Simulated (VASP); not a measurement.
# WSe2 (Cm) in VASP: further runs

WSe2 is run at these levels: PBEsol; tasks: single point.

Program: VASP 6.6.1. These are calculated values, not measurements. Logs are shortened: lines on timing, memory, paths and dates and some standing lists are left out, and cuts for length are marked.

### Step 1. The cell of the first run

Symmetry: Cm, No. 8, monoclinic system. The conventional cell has a = 5.666 Å, b = 3.271 Å, c = 13.254 Å, α = 90.00°, β = 94.09°, γ = 90.00°. W (site symmetry m) has 6 Se at 2.52 Å and 6 W at 3.27 Å within 3.3 Å. W (site symmetry m) has 4 Se at 1.92 to 2.52 Å within 2.6 Å. Se (site symmetry m) has 1 W at 1.92 Å within 2.5 Å. Se (site symmetry m) has 3 W at 2.52 Å and 7 Se at 3.27 to 3.35 Å within 3.4 Å. Se (site symmetry m) has 3 W at 2.52 Å and 6 Se at 3.27 Å within 3.3 Å. Se (site symmetry m) has 3 W at 2.52 Å and 7 Se at 3.27 to 3.35 Å within 3.4 Å.

### Step 2. Single point, PBEsol (the part above a cut slid along it)

INCAR

```
SYSTEM = WSe2
ALGO = Normal ; EDIFF = 1E-6
ENCUT = 520 ; GGA = PS
ISIF = 2 ; ISMEAR = 0
LASPH = .TRUE. ; LCHARG = .FALSE.
LREAL = .FALSE. ; LWAVE = .FALSE.
NBANDS = 35 ; NELM = 100
PREC = Accurate ; SIGMA = 0.05
```

KPOINTS

```
k-points
0
G
  9 9 2
  0 0 0
```

POSCAR

```
WSe2
1.0
   -3.2711504052      0.0000000000      0.0000000000
   -1.6355752026     -2.8328993505      0.0000000000
   -4.0887744490     -2.3606550288     13.2206689562
W Se
2 4
Direct
   -0.1360645567     -0.1360645567      0.5633000000
    0.6139187767      0.6139187767      0.0633000000
   -0.4472072614     -0.4472072614      0.9366861811
    0.3027760720      0.3027760720      0.4366861811
    0.1750781480      0.1750781480      0.1899138189
    0.0917614814      0.0917614814      0.6899138189
```

Potentials or basis: VASP PAW PBE potentials, release 64 (W_sv, Se).

Command:

```console
$ cat potpaw_PBE.64/W_sv/POTCAR potpaw_PBE.64/Se/POTCAR > POTCAR
$ mpirun -np 1 vasp_std > vasp.out
```

OUTCAR:

```text
SYSTEM = WSe2
   EDIFF = 1E-6
   ENCUT = 520
   GGA = PS
   ISIF = 2
   ISMEAR = 0
   LASPH = .TRUE.
   LREAL = .FALSE.
   NELM = 100
   PREC = Accurate

 ion  position               nearest neighbor table
   1  0.864  0.864  0.563-   4 2.52   4 2.52   6 2.52   6 2.52   6 2.52   4 2.52
   2  0.614  0.614  0.063-   3 1.92   5 2.52   5 2.52   5 2.52   3 3.01   3 3.01
   3  0.553  0.553  0.937-   2 1.92   2 3.01   2 3.01
   4  0.303  0.303  0.437-   1 2.52   1 2.52   1 2.52
   5  0.175  0.175  0.190-   2 2.52   2 2.52   2 2.52
   6  0.092  0.092  0.690-   1 2.52   1 2.52   1 2.52

  LATTYP: Found a base centered monoclinic cell.
 ALAT       =     5.6657987010
 B/A-ratio  =     0.5773502692
 C/A-ratio  =     2.3393636092
 COS(beta)  =    -0.0712586959

  Lattice vectors:

 A1 = (  -3.2711504052,   0.0000000000,   0.0000000000)
 A2 = (  -1.6355752026,  -2.8328993505,   0.0000000000)
 A3 = (   0.8179511588,   0.4722443217,  13.2206689562)

Analysis of symmetry for initial positions (statically):
=====================================================================
 Subroutine PRICEL returns:
 Original cell was already a primitive cell.

 Routine SETGRP: Setting up the symmetry group for a
 base centered monoclinic supercell.

 Subroutine GETGRP returns: Found  2 space group operations
 (whereof  2 operations were pure point group operations)
 out of a pool of  4 trial point group operations.

The static configuration has the point symmetry C_1h.

Analysis of symmetry for dynamics (positions and initial velocities):
=====================================================================
 Subroutine PRICEL returns:
 Original cell was already a primitive cell.

 Routine SETGRP: Setting up the symmetry group for a
 base centered monoclinic supercell.

 Subroutine GETGRP returns: Found  2 space group operations
 (whereof  2 operations were pure point group operations)
 out of a pool of  4 trial point group operations.

The dynamic configuration has the point symmetry C_1h.

 Subroutine INISYM returns: Found  2 space group operations
 (whereof  2 operations are pure point group operations),
 and found     1 'primitive' translations

----------------------------------------------------------------------------------------

                                     Primitive cell

  volume of cell :     122.5138

  direct lattice vectors                    reciprocal lattice vectors
    -3.271150405  0.000000000  0.000000000    -0.305702849  0.176497622 -0.063030093
    -1.635575203 -2.832899350  0.000000000     0.000000000 -0.352995245 -0.063030093
    -4.088774449 -2.360655029 13.220668956     0.000000000  0.000000000  0.075639138

  length of vectors
     3.271150405  3.271150405 14.038406473     0.358578354  0.358578354  0.075639138

  position of ions in fractional coordinates (direct lattice)
     0.863935443  0.863935443  0.563300000
     0.613918777  0.613918777  0.063300000
     0.552792739  0.552792739  0.936686181
     0.302776072  0.302776072  0.436686181
     0.175078148  0.175078148  0.189913819
     0.091761481  0.091761481  0.689913819

  ion indices of the primitive-cell ions
   primitive index   ion index
                 1           1
                 2           2
                 3           3
                 4           4
                 5           5
                 6           6

----------------------------------------------------------------------------------------

 KPOINTS: k-points

Automatic generation of k-mesh.
 Grid dimensions read from file:
 generate k-points for:    9    9    2

 Generating k-lattice:

  Cartesian coordinates                     Fractional coordinates (reciprocal lattice)
    -0.033966983  0.019610847 -0.007003344     0.111111111 -0.000000000 -0.000000000
     0.000000000 -0.039221694 -0.007003344     0.000000000  0.111111111 -0.000000000
     0.000000000  0.000000000  0.037819569     0.000000000  0.000000000  0.500000000

  Length of vectors
     0.039842039  0.039842039  0.037819569

  Shift w.r.t. Gamma in fractional coordinates (k-lattice)
     0.000000000  0.000000000  0.000000000

 Subroutine IBZKPT returns following result:
 ===========================================

 Found     50 irreducible k-points:

 Following reciprocal coordinates:
            Coordinates               Weight
  0.000000  0.000000  0.000000      1.000000
  0.111111 -0.000000  0.000000      4.000000
  0.222222 -0.000000  0.000000      4.000000
  0.333333 -0.000000 -0.000000      4.000000
  0.444444 -0.000000  0.000000      4.000000
  0.111111  0.111111  0.000000      2.000000
[... 16 lines left out ...]
 -0.333333  0.333333  0.000000      2.000000
  0.444444  0.444444  0.000000      2.000000
 [... further k-points ...]
   k-points           NKPTS =     50   k-points in BZ     NKDIM =     50   number of bands    NBANDS=     35
   number of dos      NEDOS =    301   number of ions     NIONS =      6
   total plane-waves  NPLWV =  62208
   dimension x,y,z NGX =    24 NGY =   24 NGZ =  108
   dimension x,y,z NGXF=    48 NGYF=   48 NGZF=  216
   ions per type =               2   4
   NGX,Y,Z   is equivalent  to a cutoff of  12.20, 12.20, 12.79 a.u.
   NGXF,Y,Z  is equivalent  to a cutoff of  24.39, 24.39, 25.58 a.u.
 SYSTEM =  WSe2
   PREC   = accura    normal or accurate (medium, high low for compatibility)
   ISTART =      0    job   : 0-new  1-cont  2-samecut
   ICHARG =      2    charge: 1-file 2-atom 10-const
   ISPIN  =      1    spin polarized calculation?
   LNONCOLLINEAR =      F non collinear calculations
   LSORBIT =      F    spin-orbit coupling
   LASPH  =      T    aspherical Exc in radial PAW
   ENCUT  =  520.0 eV  38.22 Ry    6.18 a.u.   6.08  6.08 26.10*2*pi/ulx,y,z
   NELM   =    100;   NELMIN=  2; NELMDL= -5     # of ELM steps
   EDIFF  = 0.1E-05   stopping-criterion for ELM
   LREAL  =      F    real-space projection
   EDIFFG = 0.1E-04   stopping-criterion for IOM
   NSW    =      0    number of steps for IOM
   IBRION =     -1    ionic relax: 0-MD 1-quasi-New 2-CG
   NFREE  =      0    steps in history (QN), initial steepest desc. (CG)
   ISIF   =      2    stress and relaxation
   ISYM   =      2    0-nonsym 1-usesym 2-fastsym
   POTIM  = 0.5000    time-step for ionic-motion
   TEBEG  =    0.0;   TEEND  =   0.0 temperature during run
   PSTRESS=    0.0 pullay stress
   NELECT =      52.0000    total number of electrons
   NUPDOWN=      -1.0000    fix difference up-down
   EMIN   =  10.00;   EMAX   =-10.00  energy-range for DOS
   EFERMI =   0.00;   METHOD = LEGACY
   ISMEAR =     0;   SIGMA  =   0.05  broadening in eV -4-tet -1-fermi 0-gaus
   EFERMI_NEDOS =   21; number of points for ismear=-14 and -15
   IALGO  =     38    algorithm
   IMIX   =      4    mixing-type and parameters
     AMIX     =   0.40;   BMIX     =  1.00
     AMIX_MAG =   1.60;   BMIX_MAG =  1.00
  volume/ion in A,a.u.               =      20.42       137.79
  Fermi-wavevector in a.u.,A,eV,Ry     =   1.230309  2.324947 20.594602  1.513661
  Thomas-Fermi vector in A             =   2.365163
   LORBIT       =      0    0 simple, 1 ext, 2 COOP (PROOUT), +10 PAW based schemes
   GGA     = PS    functional components
   LHFCALC =     F    Hartree Fock is set to
   AEXX    =    0.0000 exact exchange contribution
   IVDW    =     0    specifies the selected vdW correction
   LEPSILON=     F    determine dielectric tensor
   LRPA    =     F    only Hartree local field effects (RPA)
 non-spin polarized calculation
 Gauss-broadening in eV      SIGMA  =   0.05
  energy-cutoff  :      520.00
  volume of cell :      122.51
 maximum number of plane-waves:      3342
   NGX = 13   NGY = 13   NGZ = 53

 number of electron      51.9999995 magnetization

 Free energy of the ion-electron system (eV)
  ---------------------------------------------------
  ext. energy  EPLUGINS =         0.00000000
  ---------------------------------------------------
  free energy    TOTEN  =       -41.63883503 eV

  energy without entropy =      -41.63881901  energy(sigma->0) =      -41.63882702

 E-fermi :   6.6301     XC(G=0): -10.8100

 val. band max:        6.5210701849   @ k =   0.4444  -0.0000   0.0000
 cond. band min:       6.7440860277   @ k =   0.0000   0.0000   0.5000
 fundamental gap:      0.2230158428
 Fermi energy:         6.6300667839

 k-point     1 :       0.0000    0.0000    0.0000
  band No.  band energies     occupation
      1     -68.2490      2.00000
      2     -67.9138      2.00000
      3     -32.8997      2.00000
      4     -32.5158      2.00000
      5     -32.3642      2.00000
      6     -32.3641      2.00000
[... 27 lines left out ...]
     34      10.3134      0.00000
     35      10.8055      0.00000

 k-point     2 :       0.1111   -0.0000    0.0000
  band No.  band energies     occupation
      1     -68.2477      2.00000
      2     -67.9125      2.00000
      3     -32.8974      2.00000
      4     -32.5101      2.00000
      5     -32.3939      2.00000
      6     -32.3711      2.00000
[... 27 lines left out ...]
     34       9.7833      0.00000
     35      11.7053      0.00000

 k-point     3 :       0.2222   -0.0000    0.0000
  band No.  band energies     occupation
      1     -68.2443      2.00000
      2     -67.9092      2.00000
      3     -32.8923      2.00000
      4     -32.4957      2.00000
      5     -32.4683      2.00000
      6     -32.3886      2.00000
[... 27 lines left out ...]
     34       9.6525      0.00000
     35      12.4281      0.00000
[... 723 lines left out ...]
 k-point    23 :      -0.3333    0.3333    0.0000
  band No.  band energies     occupation
      1     -68.2363      2.00000
      2     -67.9010      2.00000
      3     -32.8963      2.00000
      4     -32.5507      2.00000
      5     -32.5249      2.00000
      6     -32.4609      2.00000
[... 27 lines left out ...]
     34      10.7498      0.00000
     35      11.6688      0.00000

 k-point    24 :       0.4444    0.4444    0.0000
  band No.  band energies     occupation
      1     -68.2381      2.00000
      2     -67.9025      2.00000
      3     -32.9212      2.00000
      4     -32.6055      2.00000
      5     -32.4684      2.00000
      6     -32.4214      2.00000
[... 27 lines left out ...]
     34      10.4935      0.00000
     35      10.6585      0.00000

 [... further k-points ...]

------------------------ aborting loop because EDIFF is reached ----------------------------------------

  FORCE on cell =-STRESS in cart. coord.  units (eV):
  Direction    XX          YY          ZZ          XY          YZ          ZX
  --------------------------------------------------------------------------------------
  -------------------------------------------------------------------------------------
  Total        6.4804313      3.2701103     28.1362061      2.7802196     -8.8206378    -15.2777893
  in kB       84.7479902     42.7649431    367.9518834     36.3583853   -115.3520936   -199.7956417
  external PRESSURE =     165.1549389 kB  Pullay stress =       0.0000000 kB

 VOLUME and BASIS-vectors are now :
 -----------------------------------------------------------------------------
  energy-cutoff  :      520.00
  volume of cell :      122.51
      direct lattice vectors                 reciprocal lattice vectors
    -3.271150405  0.000000000  0.000000000    -0.305702849  0.176497622 -0.063030093
    -1.635575203 -2.832899350  0.000000000     0.000000000 -0.352995245 -0.063030093
    -4.088774449 -2.360655029 13.220668956     0.000000000  0.000000000  0.075639138

 POSITION                                       TOTAL-FORCE (eV/Angst)
 -----------------------------------------------------------------------------------
     -6.54230     -3.77720      7.44720         0.014422      0.008327      0.018287
     -3.27115     -1.88860      0.83687        -7.497515     -4.328692     15.702894
     -6.54230     -3.77720     12.38362         8.252207      4.764414    -16.216414
     -3.27115     -1.88860      5.77328         0.001593      0.000920     -0.083448
     -1.63558     -0.94430      2.51079        -0.789626     -0.455891      0.507523
     -3.27115     -1.88860      9.12112         0.018918      0.010923      0.071159
 -----------------------------------------------------------------------------------
    total drift:                               -0.000046     -0.000026      0.000441

  FREE ENERGIE OF THE ION-ELECTRON SYSTEM (eV)
  ---------------------------------------------------
  free  energy   TOTEN  =       -41.6388350300 eV

  energy  without entropy=      -41.6388190076  energy(sigma->0) =      -41.63882702
```

It took 81 s on 1 thread of Intel Xeon 6975P-C (Granite Rapids), shared host; peak memory 0.35 GiB.

Results:

| Quantity | Value |
| --- | --- |
| Free energy | -41.6388 eV |
| Pressure | 16.5 GPa |
| Largest force | 18.809 eV/Å |
| Band gap on the k mesh | 0.22 eV (least direct gap 0.63 eV) |

Forces in eV/Å, atoms in the order of the input:
```
W     0.014   0.008   0.018
W    -7.498  -4.329  15.703
Se    8.252   4.764 -16.216
Se    0.002   0.001  -0.083
Se   -0.790  -0.456   0.508
Se    0.019   0.011   0.071
```

Levels at points of the mesh, in eV from the valence-band top:
```
           k point  band 22  band 23  band 24  band 25  band 26  band 27  band 28  band 29  band 30  band 31
(0.00, 0.00, 0.00)    -2.01    -2.01    -1.08    -0.65    -0.61     0.22     1.56     2.22     2.22     2.40
(0.00, 0.00, 0.50)    -2.01    -2.01    -1.26    -0.65    -0.47     0.22     1.59     2.22     2.22     2.39
```

Caveat: the cell differs from its parent crystal (the part above a cut slid along it); the stress differs along the axes, from 4 to 37 GPa; the PAW data sets were made with another functional, which shifts forces and pressure a little; spin-orbit coupling is left out, which moves the levels of the heavy elements; this functional lacks dispersion, which binds layers or chains, so the pressure and a relaxed spacing across them are unreliable. A k mesh can miss the band edges.

### Step 3. Single point, PBEsol (the part above a cut slid along it)

INCAR

```
PREC = Accurate
ENCUT = 520
EDIFF = 1E-6
ISMEAR = 0
SIGMA = 0.05
LREAL = False
LASPH = True
NELM = 60
ALGO = Normal
ISIF = 2
LWAVE = False
LCHARG = True
GGA = PS
LELF = True
LVHAR = True
NBANDS = 35
```

KPOINTS

```
Automatic mesh
0
Gamma
  9 9 2
```

POSCAR

```
WSe2
1.0
   -3.2711504052      0.0000000000      0.0000000000
   -1.6355752026     -2.8328993505      0.0000000000
   -0.4087302431     -0.2359805159     13.2206689562
W Se
2 4
Direct
    0.2864104433      0.2864104433      0.5633000000
    0.6613937767      0.6613937767      0.0633000000
    0.2553073744      0.2553073744      0.9366861811
    0.6302907078      0.6302907078      0.4366861811
    0.3175135122      0.3175135122      0.1899138189
    0.6091968456      0.6091968456      0.6899138189
```

Potentials or basis: VASP PAW PBE potentials, release 64 (W_sv, Se).

Command:

```console
$ cat potpaw_PBE.64/W_sv/POTCAR potpaw_PBE.64/Se/POTCAR > POTCAR
$ mpirun -np 1 vasp_std > vasp.out
```

Wall time 90 s (1 thread of Intel Xeon 6975P-C (Granite Rapids), shared host); peak memory 0.33 GiB.

The run converged. Its results:

```
Free energy            : -45.7686 eV
Pressure               : 2.5 GPa
Largest force          : 3.496 eV/Å
Band gap on the k mesh : 0.98 eV (least direct gap 1.25 eV)
```

Forces in eV/Å, atoms in the order of the input:
```
W   -0.009 -0.005  0.000
W    2.691  1.553  1.603
Se  -2.381 -1.375 -1.766
Se   0.000  0.000 -0.066
Se  -0.291 -0.168  0.156
Se  -0.010 -0.006  0.072
```

Stress tensor (GPa, compression positive):
```
 0.35 -2.02  4.66
-2.02  2.69  2.69
 4.66  2.69  4.45
```

Levels at points of the mesh, in eV from the valence-band top:
| k point | band 22 | band 23 | band 24 | band 25 | band 26 | band 27 | band 28 | band 29 | band 30 | band 31 |
| --- | --- | --- | --- | --- | --- | --- | --- | --- | --- | --- |
| (0.00, 0.00, 0.00) | -1.43 | -1.27 | -1.19 | -0.37 | 0.00 | 1.25 | 2.35 | 2.80 | 2.80 | 2.97 |
| (0.00, 0.00, 0.50) | -1.43 | -1.43 | -0.64 | -0.31 | -0.07 | 1.25 | 2.35 | 2.79 | 2.80 | 2.98 |

Caveat: the cell differs from its parent crystal (the part above a cut slid along it); the PAW data sets were made with another functional, which shifts forces and pressure a little; spin-orbit coupling is left out, which moves the levels of the heavy elements; this functional lacks dispersion, which binds layers or chains, so the pressure and a relaxed spacing across them are unreliable. A k mesh can miss the band edges.

### Step 4. Single point, PBEsol (the part above a cut slid along it)

INCAR

```
PREC = Accurate
ENCUT = 520
EDIFF = 1E-6
ISMEAR = 0
SIGMA = 0.05
LREAL = F
LASPH = T
NELM = 100
ALGO = Normal
ISIF = 2
LWAVE = F
LCHARG = F
GGA = PS
NBANDS = 35
```

KPOINTS

```
regular mesh
0
Gamma
  9 9 2
```

POSCAR

```
WSe2
1.0
   -3.2711504052      0.0000000000      0.0000000000
   -1.6355752026     -2.8328993505      0.0000000000
   -2.8620930470     -1.6524301911     13.2206689562
W Se
2 4
Direct
    0.0047604433      0.0047604433      0.5633000000
    0.6297437767      0.6297437767      0.0633000000
   -0.2130357161     -0.2130357161      0.9366861811
    0.4119476172      0.4119476172      0.4366861811
    0.2225566028      0.2225566028      0.1899138189
    0.2642399361      0.2642399361      0.6899138189
```

Command:

```console
$ cat potpaw_PBE.64/W_sv/POTCAR potpaw_PBE.64/Se/POTCAR > POTCAR
$ mpirun -np 1 vasp_std > vasp.out
```

Run time: 86 s. Hardware: 1 thread of Intel Xeon 6975P-C (Granite Rapids), shared host; peak memory 0.34 GiB.

Results (log left out):

| Item | Value |
| --- | --- |
| Free energy | -36.6795 eV |
| Pressure | 32.5 GPa |
| Largest force | 40.002 eV/Å |
| Band gap on the k mesh | 0.35 eV (least direct gap 0.63 eV) |

Forces on the atoms (eV/Å):
```
W    -0.012  -0.007  -0.008
W     8.161   4.712  37.895
Se   -8.782  -5.070 -38.696
Se    0.002   0.001  -0.096
Se    0.643   0.371   0.824
Se   -0.012  -0.007   0.081
```

Stress tensor (GPa, compression positive):
```
 7.58  3.80 20.82
 3.80  3.18 12.02
20.82 12.02 86.68
```

Levels at points of the mesh, in eV from the valence-band top:
| k point | band 22 | band 23 | band 24 | band 25 | band 26 | band 27 | band 28 | band 29 | band 30 | band 31 |
| --- | --- | --- | --- | --- | --- | --- | --- | --- | --- | --- |
| (0.00, 0.00, 0.00) | -1.77 | -1.77 | -1.38 | -0.83 | -0.52 | 1.24 | 2.19 | 2.46 | 2.46 | 2.64 |
| (0.00, 0.00, 0.50) | -1.92 | -1.77 | -1.77 | -1.08 | -0.29 | 1.24 | 2.19 | 2.45 | 2.45 | 2.65 |

Caveat: the cell differs from its parent crystal (the part above a cut slid along it); atoms lie so close that the PAW spheres overlap strongly, which falsifies energies and pressures; the stress differs along the axes, from 3 to 87 GPa; the PAW data sets were made with another functional, which shifts forces and pressure a little; spin-orbit coupling is left out, which moves the levels of the heavy elements; this functional lacks dispersion, which binds layers or chains, so the pressure and a relaxed spacing across them are unreliable. A k mesh can miss the band edges.

(Part 1 of 2 ends here.)
